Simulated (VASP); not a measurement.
# Pt (Fm-3m) in VASP: a series of runs

The runs below take Pt through single point, relaxation of volume and atoms at fixed shape, with PBEsol.

All numbers are computed with VASP 6.6.1; they aren't measurements. Logs are shortened: lines on timing, memory, paths and dates and some standing lists are left out, and cuts for length are marked.

### 1 The cell of the first run

It takes space group Fm-3m (No. 225, cubic). The conventional cell has a = 3.916 Å, b = 3.916 Å, c = 3.916 Å, α = 90.00°, β = 90.00°, γ = 90.00°. Within 3.7 Å of Pt (site symmetry m-3m) lie 12 Pt at 2.77 Å.

### 2 Single point, PBEsol

File INCAR:

```
SYSTEM = Pt
PREC = Accurate
ENCUT = 520
EDIFF = 1E-6
ISMEAR = 1
SIGMA = 0.1
LREAL = .False.
LASPH = .True.
NELM = 80
ALGO = Normal
ISIF = 2
LWAVE = .False.
LCHARG = .True.
GGA = PS
LELF = .True.
LVHAR = .True.
NBANDS = 11
```

File KPOINTS:

```
regular mesh
0
Gamma
  11 11 11
  0 0 0
```

File POSCAR:

```
Pt
1.0
    0.0000000000      1.9581546325      1.9581546325
    1.9581546325      0.0000000000      1.9581546325
    1.9581546325      1.9581546325      0.0000000000
Pt
1
Direct
    0.0000000000      0.0000000000      0.0000000000
```

Potentials or basis: VASP PAW PBE potentials, release 64 (Pt).

Started as:

```console
$ cat potpaw_PBE.64/Pt/POTCAR > POTCAR
$ mpirun -np 1 vasp_std > vasp.out
```

OUTCAR:

```text
SYSTEM = Pt
   PREC = Accurate
   ENCUT = 520
   EDIFF = 1E-6
   ISMEAR = 1
   LREAL = .False.
   LASPH = .True.
   NELM = 80
   ISIF = 2
   GGA = PS

 ion  position               nearest neighbor table
   1  0.000  0.000  0.000-

  LATTYP: Found a face centered cubic cell.
 ALAT       =     3.9163092650

  Lattice vectors:

 A1 = (   0.0000000000,   1.9581546325,   1.9581546325)
 A2 = (   1.9581546325,   0.0000000000,   1.9581546325)
 A3 = (   1.9581546325,   1.9581546325,   0.0000000000)

Analysis of symmetry for initial positions (statically):
=====================================================================
 Subroutine PRICEL returns:
 Original cell was already a primitive cell.

 Routine SETGRP: Setting up the symmetry group for a
 face centered cubic supercell.

 Subroutine GETGRP returns: Found 48 space group operations
 (whereof 48 operations were pure point group operations)
 out of a pool of 48 trial point group operations.

The static configuration has the point symmetry O_h .

Analysis of symmetry for dynamics (positions and initial velocities):
=====================================================================
 Subroutine PRICEL returns:
 Original cell was already a primitive cell.

 Routine SETGRP: Setting up the symmetry group for a
 face centered cubic supercell.

 Subroutine GETGRP returns: Found 48 space group operations
 (whereof 48 operations were pure point group operations)
 out of a pool of 48 trial point group operations.

The dynamic configuration has the point symmetry O_h .

 Subroutine INISYM returns: Found 48 space group operations
 (whereof 48 operations are pure point group operations),
 and found     1 'primitive' translations

----------------------------------------------------------------------------------------

                                     Primitive cell

  volume of cell :      15.0166

  direct lattice vectors                    reciprocal lattice vectors
     0.000000000  1.958154633  1.958154633    -0.255342449  0.255342449  0.255342449
     1.958154633  0.000000000  1.958154633     0.255342449 -0.255342449  0.255342449
     1.958154633  1.958154633  0.000000000     0.255342449  0.255342449 -0.255342449

  length of vectors
     2.769248839  2.769248839  2.769248839     0.442266096  0.442266096  0.442266096

  position of ions in fractional coordinates (direct lattice)
     0.000000000  0.000000000  0.000000000

  ion indices of the primitive-cell ions
   primitive index   ion index
                 1           1

----------------------------------------------------------------------------------------

 KPOINTS: regular mesh

Automatic generation of k-mesh.
 Grid dimensions read from file:
 generate k-points for:   11   11   11

 Generating k-lattice:

  Cartesian coordinates                     Fractional coordinates (reciprocal lattice)
    -0.023212950  0.023212950  0.023212950     0.090909091  0.000000000  0.000000000
     0.023212950 -0.023212950  0.023212950     0.000000000  0.090909091  0.000000000
     0.023212950  0.023212950 -0.023212950     0.000000000  0.000000000  0.090909091

  Length of vectors
     0.040206009  0.040206009  0.040206009

  Shift w.r.t. Gamma in fractional coordinates (k-lattice)
     0.000000000  0.000000000  0.000000000

 Subroutine IBZKPT returns following result:
 ===========================================

 Found     56 irreducible k-points:

 Following reciprocal coordinates:
            Coordinates               Weight
  0.000000  0.000000  0.000000      1.000000
  0.090909  0.000000  0.000000      8.000000
  0.181818  0.000000  0.000000      8.000000
  0.272727  0.000000  0.000000      8.000000
  0.363636  0.000000  0.000000      8.000000
  0.454545  0.000000  0.000000      8.000000
[... 16 lines left out ...]
 -0.272727  0.181818  0.000000     24.000000
 -0.181818  0.181818  0.000000     12.000000
 [... further k-points ...]
   k-points           NKPTS =     56   k-points in BZ     NKDIM =     56   number of bands    NBANDS=     11
   number of dos      NEDOS =    301   number of ions     NIONS =      1
   total plane-waves  NPLWV =  13824
   dimension x,y,z NGX =    24 NGY =   24 NGZ =   24
   dimension x,y,z NGXF=    48 NGYF=   48 NGZF=   48
   ions per type =               1
   NGX,Y,Z   is equivalent  to a cutoff of  14.41, 14.41, 14.41 a.u.
   NGXF,Y,Z  is equivalent  to a cutoff of  28.82, 28.82, 28.82 a.u.
 SYSTEM =  Pt
   PREC   = accura    normal or accurate (medium, high low for compatibility)
   ISTART =      0    job   : 0-new  1-cont  2-samecut
   ICHARG =      2    charge: 1-file 2-atom 10-const
   ISPIN  =      1    spin polarized calculation?
   LNONCOLLINEAR =      F non collinear calculations
   LSORBIT =      F    spin-orbit coupling
   LASPH  =      T    aspherical Exc in radial PAW
   ENCUT  =  520.0 eV  38.22 Ry    6.18 a.u.   5.15  5.15  5.15*2*pi/ulx,y,z
   NELM   =     80;   NELMIN=  2; NELMDL= -5     # of ELM steps
   EDIFF  = 0.1E-05   stopping-criterion for ELM
   LREAL  =      F    real-space projection
   EDIFFG = 0.1E-04   stopping-criterion for IOM
   NSW    =      0    number of steps for IOM
   IBRION =     -1    ionic relax: 0-MD 1-quasi-New 2-CG
   NFREE  =      0    steps in history (QN), initial steepest desc. (CG)
   ISIF   =      2    stress and relaxation
   ISYM   =      2    0-nonsym 1-usesym 2-fastsym
   POTIM  = 0.5000    time-step for ionic-motion
   TEBEG  =    0.0;   TEEND  =   0.0 temperature during run
   PSTRESS=    0.0 pullay stress
   NELECT =      10.0000    total number of electrons
   NUPDOWN=      -1.0000    fix difference up-down
   EMIN   =  10.00;   EMAX   =-10.00  energy-range for DOS
   EFERMI =   0.00;   METHOD = LEGACY
   ISMEAR =     1;   SIGMA  =   0.10  broadening in eV -4-tet -1-fermi 0-gaus
   EFERMI_NEDOS =   21; number of points for ismear=-14 and -15
   IALGO  =     38    algorithm
   IMIX   =      4    mixing-type and parameters
     AMIX     =   0.40;   BMIX     =  1.00
     AMIX_MAG =   1.60;   BMIX_MAG =  1.00
  volume/ion in A,a.u.               =      15.02       101.34
  Fermi-wavevector in a.u.,A,eV,Ry     =   1.429611  2.701573 27.807414  2.043787
  Thomas-Fermi vector in A             =   2.549546
   LORBIT       =      0    0 simple, 1 ext, 2 COOP (PROOUT), +10 PAW based schemes
   GGA     = PS    functional components
   LHFCALC =     F    Hartree Fock is set to
   AEXX    =    0.0000 exact exchange contribution
   IVDW    =     0    specifies the selected vdW correction
   LEPSILON=     F    determine dielectric tensor
   LRPA    =     F    only Hartree local field effects (RPA)
 non-spin polarized calculation
 Methfessel and Paxton  Order N= 1 SIGMA  =   0.10
  energy-cutoff  :      520.00
  volume of cell :       15.02
 maximum number of plane-waves:       416
 NGX is ok and might be reduce to    24
   NGX = 11   NGY = 11   NGZ = 11

 number of electron      10.0000000 magnetization

 Free energy of the ion-electron system (eV)
  ---------------------------------------------------
  ext. energy  EPLUGINS =         0.00000000
  ---------------------------------------------------
  free energy    TOTEN  =        -6.97059029 eV

  energy without entropy =       -6.96960240  energy(sigma->0) =       -6.97026099

 E-fermi :  11.1192     XC(G=0): -13.6553

 val. band max:       11.1149178284   @ k =  -0.3636   0.3636   0.0909
 cond. band min:      11.1236364278   @ k =  -0.4545   0.1818   0.0000
 fundamental gap:      0.0087185994
 Fermi energy:        11.1191575047

 k-point     1 :       0.0000    0.0000    0.0000
  band No.  band energies     occupation
      1       0.8348      2.00000
      2       7.3364      2.00000
      3       7.3364      2.00000
      4       7.3364      2.00000
      5       9.5316      2.00000
      6       9.5316      2.00000
      7      25.7912      0.00000
      8      30.7758      0.00000
      9      30.7758      0.00000
     10      30.7758      0.00000
     11      36.0931      0.00000

 k-point     2 :       0.0909    0.0000    0.0000
  band No.  band energies     occupation
      1       1.1656      2.00000
      2       7.1932      2.00000
      3       7.4641      2.00000
      4       7.4641      2.00000
      5       9.4638      2.00000
      6       9.4638      2.00000
      7      26.2980      0.00000
      8      29.2420      0.00000
      9      31.2860      0.00000
     10      31.2860      0.00000
     11      37.6084      0.00000

 k-point     3 :       0.1818    0.0000    0.0000
  band No.  band energies     occupation
      1       2.0657      2.00000
      2       6.9356      2.00000
      3       7.6978      2.00000
      4       7.6978      2.00000
      5       9.4413      2.00000
      6       9.4413      2.00000
      7      26.6255      0.00000
      8      27.3736      0.00000
      9      32.6796      0.00000
     10      32.6796      0.00000
     11      35.6691      0.00000

 k-point     4 :       0.2727    0.0000    0.0000
  band No.  band energies     occupation
      1       3.1362      2.00000
      2       7.0984      2.00000
      3       7.6824      2.00000
      4       7.6824      2.00000
      5       9.8543      2.00000
      6       9.8543      2.00000
      7      23.6823      0.00000
      8      27.3562      0.00000
      9      33.8566      0.00000
     10      33.8566      0.00000
     11      34.8732      0.00000

 k-point     5 :       0.3636    0.0000    0.0000
  band No.  band energies     occupation
      1       3.6819      2.00000
      2       7.4645      2.00000
      3       7.4645      2.00000
      4       8.3783      2.00000
      5      10.5823      2.00000
      6      10.5823      2.00000
      7      20.3587      0.00000
      8      26.1820      0.00000
      9      31.8310      0.00000
     10      31.8310      0.00000
     11      37.2269      0.00000
[... 211 lines left out ...]
 k-point    21 :      -0.4545    0.1818    0.0000
  band No.  band energies     occupation
      1       4.6624      2.00000
      2       6.5783      2.00000
      3       8.0292      2.00000
      4       8.1268      2.00000
      5      11.1236      0.92428
      6      14.6769      0.00000
      7      16.7453      0.00000
      8      25.9455      0.00000
      9      28.4857      0.00000
     10      28.7971      0.00000
     11      38.8053      0.00000

 k-point    22 :      -0.3636    0.1818    0.0000
  band No.  band energies     occupation
      1       4.7606      2.00000
      2       6.7126      2.00000
      3       7.7789      2.00000
      4       8.1002      2.00000
      5      10.3982      2.00000
      6      13.6399      0.00000
      7      18.7166      0.00000
      8      25.5983      0.00000
      9      28.0584      0.00000
     10      30.7217      0.00000
     11      36.4886      0.00000

 k-point    23 :      -0.2727    0.1818    0.0000
  band No.  band energies     occupation
      1       4.6621      2.00000
      2       6.6864      2.00000
      3       7.1508      2.00000
      4       8.2586      2.00000
      5       9.4297      2.00000
      6      12.3101     -0.00000
      7      21.9442      0.00000
      8      26.0076      0.00000
      9      28.6343      0.00000
     10      33.5143      0.00000
     11      33.5508      0.00000

 k-point    24 :      -0.1818    0.1818    0.0000
  band No.  band energies     occupation
      1       3.7884      2.00000
      2       6.4110      2.00000
      3       7.5360      2.00000
      4       8.5254      2.00000
      5       8.5997      2.00000
      6      11.0853      1.53794
      7      24.6334      0.00000
      8      27.2334      0.00000
      9      30.1816      0.00000
     10      31.3204      0.00000
     11      35.8525      0.00000

 [... further k-points ...]
[... 5 lines left out ...]
  --------------------------------------------------------------------------------------
  -------------------------------------------------------------------------------------
  Total       -0.0412305     -0.0412305     -0.0412305      0.0000000      0.0000000     -0.0000000
  in kB       -4.3990420     -4.3990420     -4.3990420      0.0000000      0.0000000     -0.0000000
  external PRESSURE =      -4.3990420 kB  Pullay stress =       0.0000000 kB

 VOLUME and BASIS-vectors are now :
 -----------------------------------------------------------------------------
  energy-cutoff  :      520.00
  volume of cell :       15.02
      direct lattice vectors                 reciprocal lattice vectors
     0.000000000  1.958154633  1.958154633    -0.255342449  0.255342449  0.255342449
     1.958154633  0.000000000  1.958154633     0.255342449 -0.255342449  0.255342449
     1.958154633  1.958154633  0.000000000     0.255342449  0.255342449 -0.255342449

 POSITION                                       TOTAL-FORCE (eV/Angst)
 -----------------------------------------------------------------------------------
      0.00000      0.00000      0.00000         0.000000      0.000000      0.000000
 -----------------------------------------------------------------------------------
    total drift:                               -0.000000      0.000000     -0.000000

  FREE ENERGIE OF THE ION-ELECTRON SYSTEM (eV)
  ---------------------------------------------------
  free  energy   TOTEN  =        -6.9705902900 eV

  energy  without entropy=       -6.9696023999  energy(sigma->0) =       -6.97026099
```

Wall time 3.8 s (1 thread of Intel Xeon 6975P-C (Granite Rapids), shared host); peak memory 0.14 GiB.

Results:

```yaml
Free_energy: -6.9706 eV
Pressure: -0.4 GPa
Band_gap_on_the_k_mesh: zero (band 5 reaches 11.57 eV, above the bottom of band 6 at 9.44 eV)
```

Levels at points of the mesh, in eV from the Fermi level:
```tsv
k point	band 3	band 4	band 5	band 6	band 7	band 8
(0.00, 0.00, 0.00)	-3.78	-3.78	-1.59	-1.59	14.67	19.66
```

Caveat: the PAW data sets were made with another functional, which shifts forces and pressure a little; spin-orbit coupling is left out, which moves the levels of the heavy elements.

### 3 Relaxation of volume and atoms at fixed shape, PBEsol

This run uses another cell than the first one, of 15.08 Å³/atom, 1.004 times its volume.

File INCAR:

```
PREC = Accurate
ENCUT = 600
EDIFF = 1E-6
ISMEAR = 1
SIGMA = 0.1
LREAL = F
LASPH = T
NELM = 60
ALGO = Normal
ISIF = 8
LWAVE = F
LCHARG = F
GGA = PS
IBRION = 2
NSW = 80
EDIFFG = -0.01
```

File KPOINTS:

```
Automatic mesh
0
Gamma
  11 11 11
```

File POSCAR:

```
Pt
1.0
    0.0000000000      1.9609000000      1.9609000000
    1.9609000000      0.0000000000      1.9609000000
    1.9609000000      1.9609000000      0.0000000000
Pt
1
Direct
    0.0000000000      0.0000000000      0.0000000000
```

Potentials or basis: VASP PAW PBE potentials, release 64 (Pt).

Started as:

```console
$ cat potpaw_PBE.64/Pt/POTCAR > POTCAR
$ mpirun -np 1 vasp_std > vasp.out
```

Run time: 7.2 s. Hardware: 1 thread of Intel Xeon 6975P-C (Granite Rapids), shared host; peak memory 0.15 GiB.

The run converged. Its results:

```yaml
Free_energy: -6.9707 eV
Relaxed_volume: 15.00 Å³/atom
Relaxed_cell: a = 2.768 Å, b = 2.768 Å, c = 2.768 Å, α = 60.00°, β = 60.00°, γ = 60.00°
Space_group_after_relaxing_to_0.05_Å: Fm-3m (No. 225)
Energy_gained_by_relaxing: 0.4 meV/atom
Ionic_steps: 3
Pressure_after_relaxing: 0.0 GPa
Band_gap_on_the_k_mesh: zero (band 5 reaches 11.59 eV, above the bottom of band 6 at 9.46 eV)
```

The path:
```tsv
step	energy change (eV)	largest force (eV/Å)	pressure (GPa)	volume (Å³)
1	0.0000	0.0000	-1.55	15.08
2	0.0030	0.0000	4.80	14.76
3	-0.0004	0.0000	0.00	15.00
```

Final structure:
```xyz
1
Lattice="0.0000 1.9574 1.9574 1.9574 0.0000 1.9574 1.9574 1.9574 0.0000" Properties=species:S:1:pos:R:3 pbc="T T T"
Pt    0.0000    0.0000    0.0000
```

Levels at points of the mesh, in eV from the Fermi level:
| k point | band 1 | band 2 | band 3 | band 4 | band 5 | band 6 | band 7 | band 8 | band 9 |
| --- | --- | --- | --- | --- | --- | --- | --- | --- | --- |
| (0.00, 0.00, 0.00) | -10.30 | -3.79 | -3.79 | -3.79 | -1.59 | -1.59 | 14.67 | 19.66 | 19.66 |

Caveat: the PAW data sets were made with another functional, which shifts forces and pressure a little; spin-orbit coupling is left out, which moves the levels of the heavy elements.
